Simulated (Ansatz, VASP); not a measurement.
**Two plane-wave programs on KTaO3**

```
CELL_PARAMETERS angstrom
4.02312 0.00000 0.00000
0.00000 4.02312 0.00000
0.00000 0.00000 4.02312
ATOMIC_POSITIONS crystal
K 0.50000 0.50000 0.50000
Ta 0.00000 0.00000 0.00000
O 0.50000 0.00000 0.00000
O 0.00000 0.50000 0.00000
O 0.00000 0.00000 0.50000
```

Alike in both runs: functional PBE; k mesh 8 × 8 × 8; occupations gaussian, width 0.02 eV; non-collinear spin, spin-orbit coupling.

Ansatz relaxed the structure, and its values are those at the end. VASP's run is a single point on that final structure, the one shown.

|  | VASP | Ansatz |
| --- | --- | --- |
| version | VASP 6.6.1 | Ansatz 0.2.0 |
| potentials or method | VASP PAW PBE potentials, release 64 (K_sv, Ta_sv_GW, O), cutoff 600 eV | plane waves, PAW |
| valence electrons in the cell | 40 | 40 |

|  | VASP | Ansatz | Ansatz less VASP |
| --- | --- | --- | --- |
| pressure (GPa) | 0.3 | 0.0 | -0.33 |
| net moment per atom (μB) | 0.00 | 0.00 | 0.000 |

The functional is the same, so the differences come from potentials, cutoffs and numerics.
